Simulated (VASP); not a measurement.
# TiO2 in VASP: a series of runs

The runs below take TiO2 through single point, with PBE+U.

All numbers are computed with VASP 6.6.1; they aren't measurements. Logs are shortened: lines on timing, memory, paths and dates and some standing lists are left out, and cuts for length are marked.

### Step 1. The cell of the first run

The typed cell holds 6 atoms: a = 3.713 Å, b = 3.713 Å, c = 5.432 Å, α = 109.98°, β = 109.98°, γ = 90.00°.

### Step 2. Single point, PBE+U (atoms shifted along a free coordinate)

INCAR reads:

```
SYSTEM = TiO2
PREC     = Accurate       ! precision mode
ENCUT    = 520            ! plane-wave cutoff, eV
EDIFF    = 1E-6           ! SCF threshold, eV
ISMEAR   = 0              ! smearing method
SIGMA    = 0.05           ! smearing width, eV
LREAL    = .FALSE.        ! projectors in reciprocal space
LASPH    = .TRUE.         ! aspherical terms in the spheres
NELM     = 150            ! most SCF steps
ALGO     = Normal         ! electronic algorithm
ISIF     = 2              ! what is computed and relaxed
LWAVE    = .FALSE.        ! write WAVECAR
LCHARG   = .FALSE.        ! write CHGCAR
LMAXMIX  = 4              ! l up to which the mixer works
LDAU     = .TRUE.         ! DFT+U
LDAUTYPE = 2            
LDAUL    = 2 -1           ! shell
LDAUU    = 4 0            ! U, eV
LDAUJ    = 0 0          
LDAUPRINT= 1            
GGA      = PE             ! functional
NBANDS   = 33             ! bands
```

KPOINTS reads:

```
Automatic mesh
0
G
  6 6 6
  0 0 0
```

POSCAR reads:

```
TiO2
1.0
    2.6252399294     -2.6253128814     -0.0195896425
    2.6252399294      2.6253128814     -0.0195896425
   -2.5896256811      0.0000000000      4.7752202290
Ti O
2 4
Direct
    0.1250069486      0.8749930514      0.2500000000
    0.8749930514      0.1250069486      0.7500000000
    0.3148847788      0.0649080541      0.6297792795
    0.6851152212      0.9350919459      0.3702207205
    0.9350919459      0.6851152212      0.8702207205
    0.0649080541      0.3148847788      0.1297792795
```

Potentials or basis: VASP PAW PBE potentials, release 64 (Ti_sv, O).

Launch:

```
> cat potpaw_PBE.64/Ti_sv/POTCAR potpaw_PBE.64/O/POTCAR > POTCAR
> mpirun -np 1 vasp_std > vasp.out
```

OUTCAR:

```text
SYSTEM = TiO2
   PREC = Accurate
   ENCUT = 520
   EDIFF = 1E-6
   ISMEAR = 0
   LREAL = .FALSE.
   LASPH = .TRUE.
   NELM = 150
   ISIF = 2
   GGA = PE

 ion  position               nearest neighbor table
   1  0.125  0.875  0.250-   3 1.81   5 1.81   4 1.94   6 1.94   4 1.94   6 1.94
   2  0.875  0.125  0.750-   4 1.81   6 1.81   5 1.94   3 1.94   5 1.94   3 1.94
   3  0.315  0.065  0.630-   1 1.81   2 1.94   2 1.94
   4  0.685  0.935  0.370-   2 1.81   1 1.94   1 1.94
   5  0.935  0.685  0.870-   1 1.81   2 1.94   2 1.94
   6  0.065  0.315  0.130-   2 1.81   1 1.94   1 1.94

  LATTYP: Found a base centered monoclinic cell.
 ALAT       =     5.2506260354
 B/A-ratio  =     0.9999999481
 C/A-ratio  =     1.0345830161
 COS(beta)  =    -0.4832630161

  Lattice vectors:

 A1 = (   2.6252399294,  -2.6253128814,  -0.0195896425)
 A2 = (   2.6252399294,   2.6253128814,  -0.0195896425)
 A3 = (  -2.5896256811,   0.0000000000,   4.7752202290)

Analysis of symmetry for initial positions (statically):
=====================================================================
 Subroutine PRICEL returns:
 Original cell was already a primitive cell.

 Routine SETGRP: Setting up the symmetry group for a
 base centered monoclinic supercell.

 Subroutine GETGRP returns: Found  4 space group operations
 (whereof  2 operations were pure point group operations)
 out of a pool of  4 trial point group operations.

The static configuration has the point symmetry S_2 .
 The point group associated with its full space group is C_2h.

Analysis of symmetry for dynamics (positions and initial velocities):
=====================================================================
 Subroutine PRICEL returns:
 Original cell was already a primitive cell.

 Routine SETGRP: Setting up the symmetry group for a
 base centered monoclinic supercell.

 Subroutine GETGRP returns: Found  4 space group operations
 (whereof  2 operations were pure point group operations)
 out of a pool of  4 trial point group operations.

The dynamic configuration has the point symmetry S_2 .
 The point group associated with its full space group is C_2h.

 Subroutine INISYM returns: Found  4 space group operations
 (whereof  2 operations are pure point group operations),
 and found     1 'primitive' translations

----------------------------------------------------------------------------------------

                                     Primitive cell

  volume of cell :      65.5560

  direct lattice vectors                    reciprocal lattice vectors
     2.625239929 -2.625312881 -0.019589643     0.191232644 -0.190453490  0.103706414
     2.625239929  2.625312881 -0.019589643     0.191232644  0.190453490  0.103706414
    -2.589625681  0.000000000  4.775220229     0.001569008  0.000000000  0.210265306

  length of vectors
     3.712753179  3.712753179  5.432208520     0.289132281  0.289132281  0.210271160

  position of ions in fractional coordinates (direct lattice)
     0.125006949  0.874993051  0.250000000
     0.874993051  0.125006949  0.750000000
     0.314884779  0.064908054  0.629779279
     0.685115221  0.935091946  0.370220721
     0.935091946  0.685115221  0.870220721
     0.064908054  0.314884779  0.129779279

  ion indices of the primitive-cell ions
   primitive index   ion index
                 1           1
                 2           2
                 3           3
                 4           4
                 5           5
                 6           6

----------------------------------------------------------------------------------------

 KPOINTS: Automatic mesh

[... 77 lines left out ...]
   PSTRESS=    0.0 pullay stress
   NELECT =      48.0000    total number of electrons
   NUPDOWN=      -1.0000    fix difference up-down
   EMIN   =  10.00;   EMAX   =-10.00  energy-range for DOS
   EFERMI =   0.00;   METHOD = LEGACY
   ISMEAR =     0;   SIGMA  =   0.05  broadening in eV -4-tet -1-fermi 0-gaus
   EFERMI_NEDOS =   21; number of points for ismear=-14 and -15
   IALGO  =     38    algorithm
   IMIX   =      4    mixing-type and parameters
     AMIX     =   0.40;   BMIX     =  1.00
     AMIX_MAG =   1.60;   BMIX_MAG =  1.00
  volume/ion in A,a.u.               =      10.93        73.73
  Fermi-wavevector in a.u.,A,eV,Ry     =   1.475540  2.788367 29.622868  2.177219
  Thomas-Fermi vector in A             =   2.590177
   LORBIT       =      0    0 simple, 1 ext, 2 COOP (PROOUT), +10 PAW based schemes
 LDA+U is selected, type is set to LDAUTYPE =  2
   angular momentum for each species LDAUL =     2   -1
   U (eV)           for each species LDAUU =   4.0  0.0
   J (eV)           for each species LDAUJ =   0.0  0.0
   GGA     = PE    functional components
   LHFCALC =     F    Hartree Fock is set to
   AEXX    =    0.0000 exact exchange contribution
   IVDW    =     0    specifies the selected vdW correction
   LEPSILON=     F    determine dielectric tensor
   LRPA    =     F    only Hartree local field effects (RPA)
 non-spin polarized calculation
 Gauss-broadening in eV      SIGMA  =   0.05
  energy-cutoff  :      520.00
  volume of cell :       65.56
 maximum number of plane-waves:      1798
   NGX = 13   NGY = 13   NGZ = 21

atom =   1  type =  1  l = 2

 onsite density matrix

spin component  1

  0.2371 -0.0008 -0.0000  0.0000 -0.0000
 -0.0008  0.1241  0.0000 -0.0000 -0.0000
 -0.0000  0.0000  0.3183  0.0025  0.0000
  0.0000 -0.0000  0.0025  0.1241  0.0003
 -0.0000 -0.0000  0.0000  0.0003  0.0851

spin component  2

  0.2371 -0.0008 -0.0000  0.0000 -0.0000
 -0.0008  0.1241  0.0000 -0.0000 -0.0000
 -0.0000  0.0000  0.3183  0.0025  0.0000
  0.0000 -0.0000  0.0025  0.1241  0.0003
 -0.0000 -0.0000  0.0000  0.0003  0.0851

 occupancies and eigenvectors

  o =  0.0851  v =  0.0000  0.0000  0.0000 -0.0074  1.0000  0.0000  0.0000  0.0000  0.0000  0.0000      0.0000  0.0000  0.0000  0.0000  0.0000  0.0000  0.0000  0.0000  0.0000  0.0000
  o =  0.0851  v =  0.0000  0.0000  0.0000  0.0000  0.0000  0.0000  0.0000  0.0000 -0.0074  1.0000      0.0000  0.0000  0.0000  0.0000  0.0000  0.0000  0.0000  0.0000  0.0000  0.0000
  o =  0.1241  v = -0.0000 -0.0000  0.0130 -0.9999 -0.0074  0.0000  0.0000  0.0000  0.0000  0.0000      0.0000  0.0000  0.0000  0.0000  0.0000  0.0000  0.0000  0.0000  0.0000  0.0000
  o =  0.1241  v =  0.0000  0.0000  0.0000  0.0000  0.0000 -0.0000 -0.0000  0.0130 -0.9999 -0.0074      0.0000  0.0000  0.0000  0.0000  0.0000  0.0000  0.0000  0.0000  0.0000  0.0000
  o =  0.1241  v =  0.0000  0.0000  0.0000  0.0000  0.0000  0.0074  1.0000  0.0000 -0.0000 -0.0000      0.0000  0.0000  0.0000  0.0000  0.0000  0.0000  0.0000  0.0000  0.0000  0.0000
  o =  0.1241  v =  0.0074  1.0000  0.0000 -0.0000 -0.0000  0.0000  0.0000  0.0000  0.0000  0.0000      0.0000  0.0000  0.0000  0.0000  0.0000  0.0000  0.0000  0.0000  0.0000  0.0000
  o =  0.2371  v = -1.0000  0.0074 -0.0000 -0.0000  0.0000  0.0000  0.0000  0.0000  0.0000  0.0000      0.0000  0.0000  0.0000  0.0000  0.0000  0.0000  0.0000  0.0000  0.0000  0.0000
  o =  0.2371  v =  0.0000  0.0000  0.0000  0.0000  0.0000 -1.0000  0.0074 -0.0000 -0.0000  0.0000      0.0000  0.0000  0.0000  0.0000  0.0000  0.0000  0.0000  0.0000  0.0000  0.0000
  o =  0.3183  v =  0.0000 -0.0000 -0.9999 -0.0130 -0.0000  0.0000  0.0000  0.0000  0.0000  0.0000      0.0000  0.0000  0.0000  0.0000  0.0000  0.0000  0.0000  0.0000  0.0000  0.0000
  o =  0.3183  v =  0.0000  0.0000  0.0000  0.0000  0.0000  0.0000 -0.0000 -0.9999 -0.0130 -0.0000      0.0000  0.0000  0.0000  0.0000  0.0000  0.0000  0.0000  0.0000  0.0000  0.0000

atom =   2  type =  1  l = 2

 onsite density matrix

spin component  1

  0.2371 -0.0008 -0.0000  0.0000 -0.0000
 -0.0008  0.1241  0.0000 -0.0000 -0.0000
 -0.0000  0.0000  0.3183  0.0025  0.0000
  0.0000 -0.0000  0.0025  0.1241  0.0003
 -0.0000 -0.0000  0.0000  0.0003  0.0851

spin component  2

  0.2371 -0.0008 -0.0000  0.0000 -0.0000
 -0.0008  0.1241  0.0000 -0.0000 -0.0000
 -0.0000  0.0000  0.3183  0.0025  0.0000
  0.0000 -0.0000  0.0025  0.1241  0.0003
 -0.0000 -0.0000  0.0000  0.0003  0.0851

 occupancies and eigenvectors

  o =  0.0851  v =  0.0000  0.0000  0.0000 -0.0074  1.0000  0.0000  0.0000  0.0000  0.0000  0.0000      0.0000  0.0000  0.0000  0.0000  0.0000  0.0000  0.0000  0.0000  0.0000  0.0000
  o =  0.0851  v =  0.0000  0.0000  0.0000  0.0000  0.0000  0.0000  0.0000  0.0000 -0.0074  1.0000      0.0000  0.0000  0.0000  0.0000  0.0000  0.0000  0.0000  0.0000  0.0000  0.0000
  o =  0.1241  v = -0.0000 -0.0000  0.0130 -0.9999 -0.0074  0.0000  0.0000  0.0000  0.0000  0.0000      0.0000  0.0000  0.0000  0.0000  0.0000  0.0000  0.0000  0.0000  0.0000  0.0000
  o =  0.1241  v =  0.0000  0.0000  0.0000  0.0000  0.0000 -0.0000 -0.0000  0.0130 -0.9999 -0.0074      0.0000  0.0000  0.0000  0.0000  0.0000  0.0000  0.0000  0.0000  0.0000  0.0000
  o =  0.1241  v =  0.0000  0.0000  0.0000  0.0000  0.0000  0.0074  1.0000  0.0000 -0.0000 -0.0000      0.0000  0.0000  0.0000  0.0000  0.0000  0.0000  0.0000  0.0000  0.0000  0.0000
  o =  0.1241  v =  0.0074  1.0000  0.0000 -0.0000 -0.0000  0.0000  0.0000  0.0000  0.0000  0.0000      0.0000  0.0000  0.0000  0.0000  0.0000  0.0000  0.0000  0.0000  0.0000  0.0000
  o =  0.2371  v = -1.0000  0.0074 -0.0000 -0.0000  0.0000  0.0000  0.0000  0.0000  0.0000  0.0000      0.0000  0.0000  0.0000  0.0000  0.0000  0.0000  0.0000  0.0000  0.0000  0.0000
  o =  0.2371  v =  0.0000  0.0000  0.0000  0.0000  0.0000 -1.0000  0.0074 -0.0000 -0.0000  0.0000      0.0000  0.0000  0.0000  0.0000  0.0000  0.0000  0.0000  0.0000  0.0000  0.0000
  o =  0.3183  v =  0.0000 -0.0000 -0.9999 -0.0130 -0.0000  0.0000  0.0000  0.0000  0.0000  0.0000      0.0000  0.0000  0.0000  0.0000  0.0000  0.0000  0.0000  0.0000  0.0000  0.0000
  o =  0.3183  v =  0.0000  0.0000  0.0000  0.0000  0.0000  0.0000 -0.0000 -0.9999 -0.0130 -0.0000      0.0000  0.0000  0.0000  0.0000  0.0000  0.0000  0.0000  0.0000  0.0000  0.0000

 number of electron      48.0000003 magnetization

 Free energy of the ion-electron system (eV)
  ---------------------------------------------------
  ext. energy  EPLUGINS =         0.00000000
  ---------------------------------------------------
  free energy    TOTEN  =       -46.50321300 eV

  energy without entropy =      -46.50321300  energy(sigma->0) =      -46.50321300

 E-fermi :   4.4949     XC(G=0): -10.8471

 val. band max:        4.2302993443   @ k =   0.0000   0.0000   0.5000
 cond. band min:       7.1521849142   @ k =   0.0000   0.0000   0.0000
 fundamental gap:      2.9218855699
 Fermi energy:         4.4948658377

 k-point     1 :       0.0000    0.0000    0.0000
  band No.  band energies     occupation
      1     -52.8528      2.00000
      2     -52.7775      2.00000
      3     -29.5398      2.00000
      4     -29.0625      2.00000
      5     -29.0625      2.00000
      6     -28.9909      2.00000
[... 853 lines left out ...]
     32      10.7719      0.00000
     33      11.0330      0.00000

 [... further k-points ...]

------------------------ aborting loop because EDIFF is reached ----------------------------------------

  FORCE on cell =-STRESS in cart. coord.  units (eV):
  Direction    XX          YY          ZZ          XY          YZ          ZX
  --------------------------------------------------------------------------------------
  -------------------------------------------------------------------------------------
  Total        9.9720191      9.9710400     30.5880814      0.0000000      0.0000000      0.1549979
  in kB      243.7144264    243.6904962    747.5674318      0.0000000      0.0000000      3.7881218
  external PRESSURE =     411.6574515 kB  Pullay stress =       0.0000000 kB

 VOLUME and BASIS-vectors are now :
 -----------------------------------------------------------------------------
  energy-cutoff  :      520.00
  volume of cell :       65.56
      direct lattice vectors                 reciprocal lattice vectors
     2.625239929 -2.625312881 -0.019589643     0.191232644 -0.190453490  0.103706414
     2.625239929  2.625312881 -0.019589643     0.191232644  0.190453490  0.103706414
    -2.589625681  0.000000000  4.775220229     0.001569008  0.000000000  0.210265306

 POSITION                                       TOTAL-FORCE (eV/Angst)
 -----------------------------------------------------------------------------------
      1.97783      1.96895      1.17422         0.000000     -0.000456      0.000000
      0.68302     -1.96895      3.56183         0.000000      0.000456     -0.000000
     -0.63385     -0.65627      2.99989         0.036332      0.000263      4.866790
      3.29470      0.65627      1.73615        -0.036332     -0.000263     -4.866790
      1.99989     -0.65627      4.12376        -0.036332      0.000263     -4.866790
      0.66097      0.65627      0.61228         0.036332     -0.000263      4.866790
 -----------------------------------------------------------------------------------
    total drift:                               -0.000000      0.000000      0.000000

  FREE ENERGIE OF THE ION-ELECTRON SYSTEM (eV)
  ---------------------------------------------------
  free  energy   TOTEN  =       -46.5032129986 eV

  energy  without entropy=      -46.5032129986  energy(sigma->0) =      -46.50321300
```

Run time: 94 s. Hardware: 1 thread of Intel Xeon Platinum 8488C (Sapphire Rapids), shared host; peak memory 0.24 GiB.

Results:

```yaml
Free_energy: -46.5032 eV
Pressure: 41.2 GPa
Largest_force: 4.867 eV/Å
Band_gap_on_the_k_mesh: 2.92 eV (least direct gap 3.19 eV)
```

Forces on the atoms (eV/Å):
```
Ti   0.000  0.000  0.000
Ti   0.000  0.000  0.000
O    0.036  0.000  4.867
O   -0.036  0.000 -4.867
O   -0.036  0.000 -4.867
O    0.036  0.000  4.867
```

Eigenvalues of the final occupation matrices:
```tsv
site	spin	trace	eigenvalues
site 1 d	1	0.89	0.09 0.12 0.12 0.24 0.32
site 1 d	2	0.89	0.09 0.12 0.12 0.24 0.32
site 2 d	1	0.89	0.09 0.12 0.12 0.24 0.32
site 2 d	2	0.89	0.09 0.12 0.12 0.24 0.32
```

Caveat: the cell differs from its parent crystal (atoms shifted along a free coordinate); the stress differs along the axes, from 24 to 75 GPa; forces of over 1 eV/Å act on the atoms, so gaps and moduli don't describe the material at rest. A k mesh can miss the band edges.

[end of part 1 of 3]
